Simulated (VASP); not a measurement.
# CdSe (rocksalt type) (Fm-3m) in VASP: further runs

Runs on CdSe (rocksalt type). Level: PBE. Tasks: electric field gradients.

Everything below comes from runs of VASP 6.6.1. Logs are shortened: lines on timing, memory, paths and dates and some standing lists are left out, and cuts for length are marked.

**1. The cell of the first run**

Symmetry: Fm-3m, No. 225, cubic system. The conventional cell has a = 5.795 Å, b = 5.795 Å, c = 5.795 Å, α = 90.00°, β = 90.00°, γ = 90.00°. Within 3.8 Å of Cd (site symmetry m-3m) lie 6 Se at 2.90 Å. Se (site symmetry m-3m) has 6 Cd at 2.90 Å within 3.8 Å.

**2. Electric field gradients, PBE (volume scaled by 1.03)**

File INCAR:

```
SYSTEM = CdSe
PREC = Accurate ; ENCUT = 520
EDIFF = 1E-8 ; ISMEAR = -1
SIGMA = 0.03 ; LREAL = .FALSE.
LASPH = .TRUE. ; NELM = 60
ALGO = Normal ; ISIF = 2
LWAVE = .FALSE. ; LCHARG = .FALSE.
GGA = PE ; LEFG = .TRUE.
NBANDS = 16
```

File KPOINTS:

```
regular mesh
0
G
  12 12 12
  0 0 0
```

File POSCAR:

```
CdSe
1.0
    0.0000000000      2.8974775418      2.8974775418
    2.8974775418      0.0000000000      2.8974775418
    2.8974775418      2.8974775418      0.0000000000
Cd Se
1 1
Direct
    0.0000000000      0.0000000000      0.0000000000
    0.5000000000      0.5000000000      0.5000000000
```

Potentials or basis: VASP PAW PBE potentials, release 64 (Cd, Se).

Launch:

```
$ cat potpaw_PBE.64/Cd/POTCAR potpaw_PBE.64/Se/POTCAR > POTCAR
$ mpirun -np 1 vasp_std > vasp.out
```

OUTCAR:

```text
SYSTEM = CdSe
   PREC = Accurate
   ENCUT = 520
   EDIFF = 1E-8
   ISMEAR = -1
   LREAL = .FALSE.
   LASPH = .TRUE.
   NELM = 60
   ISIF = 2
   GGA = PE

 ion  position               nearest neighbor table
   1  0.000  0.000  0.000-   2 2.90   2 2.90   2 2.90   2 2.90   2 2.90   2 2.90
   2  0.500  0.500  0.500-   1 2.90   1 2.90   1 2.90   1 2.90   1 2.90   1 2.90

  LATTYP: Found a face centered cubic cell.
 ALAT       =     5.7949550836

  Lattice vectors:

 A1 = (   0.0000000000,   2.8974775418,   2.8974775418)
 A2 = (   2.8974775418,   0.0000000000,   2.8974775418)
 A3 = (   2.8974775418,   2.8974775418,   0.0000000000)

Analysis of symmetry for initial positions (statically):
=====================================================================
 Subroutine PRICEL returns:
 Original cell was already a primitive cell.

 Routine SETGRP: Setting up the symmetry group for a
 face centered cubic supercell.

 Subroutine GETGRP returns: Found 48 space group operations
 (whereof 48 operations were pure point group operations)
 out of a pool of 48 trial point group operations.

The static configuration has the point symmetry O_h .

Analysis of symmetry for dynamics (positions and initial velocities):
=====================================================================
 Subroutine PRICEL returns:
 Original cell was already a primitive cell.

 Routine SETGRP: Setting up the symmetry group for a
 face centered cubic supercell.

 Subroutine GETGRP returns: Found 48 space group operations
 (whereof 48 operations were pure point group operations)
 out of a pool of 48 trial point group operations.

The dynamic configuration has the point symmetry O_h .

 Subroutine INISYM returns: Found 48 space group operations
 (whereof 48 operations are pure point group operations),
 and found     1 'primitive' translations

----------------------------------------------------------------------------------------

                                     Primitive cell

  volume of cell :      48.6508

  direct lattice vectors                    reciprocal lattice vectors
     0.000000000  2.897477542  2.897477542    -0.172563891  0.172563891  0.172563891
     2.897477542  0.000000000  2.897477542     0.172563891 -0.172563891  0.172563891
     2.897477542  2.897477542  0.000000000     0.172563891  0.172563891 -0.172563891

  length of vectors
     4.097652036  4.097652036  4.097652036     0.298889428  0.298889428  0.298889428

  position of ions in fractional coordinates (direct lattice)
     0.000000000  0.000000000  0.000000000
     0.500000000  0.500000000  0.500000000

  ion indices of the primitive-cell ions
   primitive index   ion index
                 1           1
                 2           2

----------------------------------------------------------------------------------------

 KPOINTS: regular mesh

Automatic generation of k-mesh.
 Grid dimensions read from file:
 generate k-points for:   12   12   12

 Generating k-lattice:

  Cartesian coordinates                     Fractional coordinates (reciprocal lattice)
    -0.014380324  0.014380324  0.014380324     0.083333333  0.000000000  0.000000000
     0.014380324 -0.014380324  0.014380324     0.000000000  0.083333333  0.000000000
     0.014380324  0.014380324 -0.014380324     0.000000000  0.000000000  0.083333333

  Length of vectors
     0.024907452  0.024907452  0.024907452

  Shift w.r.t. Gamma in fractional coordinates (k-lattice)
     0.000000000  0.000000000  0.000000000

 Subroutine IBZKPT returns following result:
 ===========================================

 Found     72 irreducible k-points:

 Following reciprocal coordinates:
            Coordinates               Weight
  0.000000  0.000000  0.000000      1.000000
  0.083333  0.000000  0.000000      8.000000
  0.166667  0.000000  0.000000      8.000000
  0.250000  0.000000  0.000000      8.000000
  0.333333  0.000000  0.000000      8.000000
  0.416667  0.000000  0.000000      8.000000
[... 16 lines left out ...]
  0.500000  0.166667  0.000000     24.000000
 -0.416667  0.166667  0.000000     24.000000
 [... further k-points ...]
   k-points           NKPTS =     72   k-points in BZ     NKDIM =     72   number of bands    NBANDS=     16
   number of dos      NEDOS =    301   number of ions     NIONS =      2
   total plane-waves  NPLWV =  27000
   dimension x,y,z NGX =    30 NGY =   30 NGZ =   30
   dimension x,y,z NGXF=    60 NGYF=   60 NGZF=   60
   ions per type =               1   1
   NGX,Y,Z   is equivalent  to a cutoff of  12.17, 12.17, 12.17 a.u.
   NGXF,Y,Z  is equivalent  to a cutoff of  24.34, 24.34, 24.34 a.u.
 SYSTEM =  CdSe
   PREC   = accura    normal or accurate (medium, high low for compatibility)
   ISTART =      0    job   : 0-new  1-cont  2-samecut
   ICHARG =      2    charge: 1-file 2-atom 10-const
   ISPIN  =      1    spin polarized calculation?
   LNONCOLLINEAR =      F non collinear calculations
   LSORBIT =      F    spin-orbit coupling
   LASPH  =      T    aspherical Exc in radial PAW
   ENCUT  =  520.0 eV  38.22 Ry    6.18 a.u.   7.62  7.62  7.62*2*pi/ulx,y,z
   NELM   =     60;   NELMIN=  2; NELMDL= -5     # of ELM steps
   EDIFF  = 0.1E-07   stopping-criterion for ELM
   LREAL  =      F    real-space projection
   EDIFFG = 0.1E-06   stopping-criterion for IOM
   NSW    =      0    number of steps for IOM
   IBRION =     -1    ionic relax: 0-MD 1-quasi-New 2-CG
   NFREE  =      0    steps in history (QN), initial steepest desc. (CG)
   ISIF   =      2    stress and relaxation
   ISYM   =      2    0-nonsym 1-usesym 2-fastsym
   POTIM  = 0.5000    time-step for ionic-motion
   TEBEG  =    0.0;   TEEND  =   0.0 temperature during run
   PSTRESS=    0.0 pullay stress
   NELECT =      18.0000    total number of electrons
   NUPDOWN=      -1.0000    fix difference up-down
   EMIN   =  10.00;   EMAX   =-10.00  energy-range for DOS
   EFERMI =   0.00;   METHOD = LEGACY
   ISMEAR =    -1;   SIGMA  =   0.03  broadening in eV -4-tet -1-fermi 0-gaus
   EFERMI_NEDOS =   21; number of points for ismear=-14 and -15
   IALGO  =     38    algorithm
   IMIX   =      4    mixing-type and parameters
     AMIX     =   0.40;   BMIX     =  1.00
     AMIX_MAG =   1.60;   BMIX_MAG =  1.00
  volume/ion in A,a.u.               =      24.33       164.16
  Fermi-wavevector in a.u.,A,eV,Ry     =   1.175264  2.220928 18.792999  1.381246
  Thomas-Fermi vector in A             =   2.311648
   LORBIT       =      0    0 simple, 1 ext, 2 COOP (PROOUT), +10 PAW based schemes
   GGA     = PE    functional components
   LHFCALC =     F    Hartree Fock is set to
   AEXX    =    0.0000 exact exchange contribution
   IVDW    =     0    specifies the selected vdW correction
   LEPSILON=     F    determine dielectric tensor
   LRPA    =     F    only Hartree local field effects (RPA)
 non-spin polarized calculation
  energy-cutoff  :      520.00
  volume of cell :       48.65
 maximum number of plane-waves:      1363
   NGX = 15   NGY = 15   NGZ = 15

 number of electron      18.0000008 magnetization

 Free energy of the ion-electron system (eV)
  ---------------------------------------------------
  ext. energy  EPLUGINS =         0.00000000
  ---------------------------------------------------
  free energy    TOTEN  =        -5.19873999 eV

  energy without entropy =       -5.19661496  energy(sigma->0) =       -5.19767748

 E-fermi :   2.0638     XC(G=0):  -9.8837

 val. band max:        2.0402321727   @ k =   0.0000   0.0000   0.0000
 cond. band min:       2.0901492423   @ k =   0.5000   0.4167   0.0000
 fundamental gap:      0.0499170697
 Fermi energy:         2.0637574981

 k-point     1 :       0.0000    0.0000    0.0000
  band No.  band energies     occupation
      1     -10.6920      2.00000
      2      -5.8214      2.00000
      3      -5.8214      2.00000
      4      -5.8061      2.00000
      5      -5.8061      2.00000
      6      -5.8061      2.00000
[... 8 lines left out ...]
     15      11.6843      0.00000
     16      11.6843      0.00000

 k-point     2 :       0.0833    0.0000    0.0000
  band No.  band energies     occupation
      1     -10.6447      2.00000
      2      -5.8341      2.00000
      3      -5.8341      2.00000
      4      -5.8095      2.00000
      5      -5.7990      2.00000
      6      -5.7990      2.00000
[... 8 lines left out ...]
     15      11.3540      0.00000
     16      11.6684      0.00000

 k-point     3 :       0.1667    0.0000    0.0000
  band No.  band energies     occupation
      1     -10.5100      2.00000
      2      -5.8713      2.00000
      3      -5.8713      2.00000
      4      -5.8206      2.00000
      5      -5.7763      2.00000
      6      -5.7763      2.00000
[... 8 lines left out ...]
     15      11.5682      0.00000
     16      11.5682      0.00000

 k-point     4 :       0.2500    0.0000    0.0000
  band No.  band energies     occupation
      1     -10.3112      2.00000
      2      -5.9218      2.00000
      3      -5.9218      2.00000
      4      -5.8424      2.00000
      5      -5.7445      2.00000
      6      -5.7445      2.00000
[... 8 lines left out ...]
     15      12.2070      0.00000
     16      12.2070      0.00000

 k-point     5 :       0.3333    0.0000    0.0000
  band No.  band energies     occupation
      1     -10.0908      2.00000
      2      -5.9714      2.00000
      3      -5.9714      2.00000
      4      -5.8760      2.00000
      5      -5.7123      2.00000
      6      -5.7123      2.00000
[... 8 lines left out ...]
     15      13.1015      0.00000
     16      13.1015      0.00000

 k-point     6 :       0.4167    0.0000    0.0000
  band No.  band energies     occupation
      1      -9.9119      2.00000
      2      -6.0071      2.00000
      3      -6.0071      2.00000
      4      -5.9126      2.00000
      5      -5.6886      2.00000
      6      -5.6886      2.00000
[... 8 lines left out ...]
     15      14.1481      0.00000
     16      14.1481      0.00000
[... 267 lines left out ...]
 k-point    21 :       0.3333    0.1667    0.0000
  band No.  band energies     occupation
      1     -10.1640      2.00000
      2      -5.9221      2.00000
      3      -5.8626      2.00000
      4      -5.8493      2.00000
      5      -5.7276      2.00000
      6      -5.7042      2.00000
[... 8 lines left out ...]
     15      13.9077      0.00000
     16      14.2080      0.00000

 k-point    22 :       0.4167    0.1667    0.0000
  band No.  band energies     occupation
      1      -9.9941      2.00000
      2      -5.9115      2.00000
      3      -5.9052      2.00000
      4      -5.8628      2.00000
      5      -5.6985      2.00000
      6      -5.6794      2.00000
[... 8 lines left out ...]
     15      14.4629      0.00000
     16      15.0179      0.00000

 k-point    23 :       0.5000    0.1667    0.0000
  band No.  band energies     occupation
      1      -9.8759      2.00000
      2      -5.9555      2.00000
      3      -5.8902      2.00000
      4      -5.8729      2.00000
      5      -5.6716      2.00000
      6      -5.6716      2.00000
[... 8 lines left out ...]
     15      14.9250      0.00000
     16      15.0645      0.00000

 k-point    24 :      -0.4167    0.1667    0.0000
  band No.  band energies     occupation
      1      -9.8516      2.00000
      2      -5.9845      2.00000
      3      -5.9132      2.00000
      4      -5.8510      2.00000
      5      -5.6812      2.00000
      6      -5.6558      2.00000
[... 8 lines left out ...]
     15      13.9354      0.00000
     16      14.2269      0.00000

 [... further k-points ...]
[... 5 lines left out ...]
  --------------------------------------------------------------------------------------
  -------------------------------------------------------------------------------------
  Total       -0.4218863     -0.4218863     -0.4218863      0.0000000      0.0000000      0.0000000
  in kB      -13.8936314    -13.8936314    -13.8936314      0.0000000      0.0000000      0.0000000
  external PRESSURE =     -13.8936314 kB  Pullay stress =       0.0000000 kB

 VOLUME and BASIS-vectors are now :
 -----------------------------------------------------------------------------
  energy-cutoff  :      520.00
  volume of cell :       48.65
      direct lattice vectors                 reciprocal lattice vectors
     0.000000000  2.897477542  2.897477542    -0.172563891  0.172563891  0.172563891
     2.897477542  0.000000000  2.897477542     0.172563891 -0.172563891  0.172563891
     2.897477542  2.897477542  0.000000000     0.172563891  0.172563891 -0.172563891

 POSITION                                       TOTAL-FORCE (eV/Angst)
 -----------------------------------------------------------------------------------
      0.00000      0.00000      0.00000         0.000000      0.000000     -0.000000
      2.89748      2.89748      2.89748        -0.000000     -0.000000      0.000000
 -----------------------------------------------------------------------------------
    total drift:                               -0.000000      0.000000      0.000000

  FREE ENERGIE OF THE ION-ELECTRON SYSTEM (eV)
  ---------------------------------------------------
  free  energy   TOTEN  =        -5.1987399924 eV

  energy  without entropy=       -5.1966149589  energy(sigma->0) =       -5.19767748

 Electric field gradients (V/A^2)
---------------------------------------------------------------------
 ion       V_xx      V_yy      V_zz      V_xy      V_xz      V_yz
---------------------------------------------------------------------
   1      -0.000    -0.000     0.000    -0.002    -0.002    -0.002
   2      -0.000     0.000    -0.000     0.000     0.000     0.000
---------------------------------------------------------------------

 Electric field gradients after diagonalization (V/A^2)
 (convention: |V_zz| > |V_xx| > |V_yy|)
----------------------------------------------------------------------
 ion       V_xx      V_yy      V_zz     asymmetry (V_yy - V_xx)/ V_zz
----------------------------------------------------------------------
   1       0.002     0.002    -0.004       0.000
   2      -0.000    -0.000     0.001       0.000
----------------------------------------------------------------------

           NMR quadrupolar parameters

 Cq : quadrupolar parameter    Cq=e*Q*V_zz/h
 eta: asymmetry parameters     (V_yy - V_xx)/ V_zz
 Q  : nuclear electric quadrupole moment in mb (millibarn)
----------------------------------------------------------------------
 ion       Cq(MHz)       eta       Q (mb)
----------------------------------------------------------------------
   1      -0.000       0.000       1.000
   2       0.000       0.000       1.000
----------------------------------------------------------------------
```

Run time: 49 s. Hardware: 1 thread of Intel Xeon Platinum 8259CL at 2.50GHz (Skylake/Cascade Lake), shared host; peak memory 0.21 GiB.

What came out:

* Free energy: -5.1987 eV
* Pressure: -1.4 GPa
* Band gap on the k mesh: zero (band 9 reaches 2.03 eV, above the bottom of band 10 at 1.61 eV)

Caveat: without QUAD_EFG the Cq values of the log hold for a quadrupole moment of 1 mb, not for the nuclei.

[end of part 1 of 2]
